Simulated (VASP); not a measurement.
The system is Sb.

```
Sb
1.0
     3.12240    0.00000    0.00000
     0.00000    4.34752    0.00000
    -0.03891    0.00000    4.40585
Sb
2
Direct
  0.98861 0.75000 0.75883
  0.01139 0.25000 0.24117
```

```yaml
Program: VASP 6.6.1
Task: relaxation of cell and atoms
Functional: PBE
Potentials_or_basis: VASP PAW PBE potentials, release 64 (Sb)
Cutoff: 600 eV
k_mesh: 14 × 10 × 10
Occupations: gaussian, width 0.1 eV
Spin: no spin polarisation
```

At the start: pressure 0.4 GPa; volume 29.90 Å³/atom.

**Question.** How do energy, volume and symmetry change on relaxing?

**Answer.** Over 31 steps the energy falls by 3.8 meV/atom and the volume is 30.04 Å³/atom (+0.4 %); space group Pm-3m (No. 221, to 0.05 Å).

The path:
| step | energy change (eV) | largest force (eV/Å) | pressure (GPa) | volume (Å³) |
| --- | --- | --- | --- | --- |
| 1 | 0.0000 | 0.1149 | 0.39 | 59.81 |
| 2 | -0.0025 | 0.0899 | -0.23 | 60.44 |
| 3 | -0.0026 | 0.0912 | -0.20 | 60.41 |
| 4 | -0.0038 | 0.0838 | -0.09 | 60.24 |
| 5 | -0.0055 | 0.0473 | 0.32 | 59.75 |
| 6 | -0.0062 | 0.0363 | 0.25 | 59.81 |
| 7 | -0.0068 | 0.0215 | 0.07 | 59.98 |
| 8 | -0.0069 | 0.0202 | 0.10 | 59.95 |
| 9 | -0.0070 | 0.0199 | 0.04 | 60.02 |
| 10 | -0.0070 | 0.0196 | -0.08 | 60.15 |
| 11 | -0.0071 | 0.0187 | -0.06 | 60.13 |
| 12 | -0.0072 | 0.0172 | -0.02 | 60.09 |
| 13 | -0.0072 | 0.0148 | 0.06 | 60.00 |
| 14 | -0.0072 | 0.0162 | 0.00 | 60.06 |
| 15 | -0.0073 | 0.0152 | 0.01 | 60.06 |
| 16 | -0.0073 | 0.0122 | 0.01 | 60.06 |
| 17 | -0.0074 | 0.0058 | 0.02 | 60.05 |
| 18 | -0.0074 | 0.0053 | 0.02 | 60.05 |
| 19 | -0.0075 | 0.0038 | 0.01 | 60.06 |
| 20 | -0.0075 | 0.0008 | 0.00 | 60.07 |
| 21 | -0.0075 | 0.0052 | -0.03 | 60.10 |
| 22 | -0.0075 | 0.0017 | -0.01 | 60.08 |
| 23 | -0.0075 | 0.0014 | -0.01 | 60.08 |
| 24 | -0.0075 | 0.0007 | 0.01 | 60.06 |
| 25 | -0.0075 | 0.0006 | 0.01 | 60.06 |
| 26 | -0.0075 | 0.0006 | 0.01 | 60.06 |
| 27 | -0.0075 | 0.0004 | 0.00 | 60.07 |
| 28 | -0.0075 | 0.0004 | 0.00 | 60.07 |
| 29 | -0.0075 | 0.0002 | -0.01 | 60.08 |
| 30 | -0.0075 | 0.0003 | -0.01 | 60.08 |
| 31 | -0.0075 | 0.0003 | -0.01 | 60.07 |

Final structure:
```
Sb
1.0
     3.10978    0.00000    0.01408
     0.00000    4.39490    0.00000
    -0.01873    0.00000    4.39548
Sb
2
Cartesian
  -0.0137 3.2962 3.2966
  3.1048 1.0987 1.1129
```
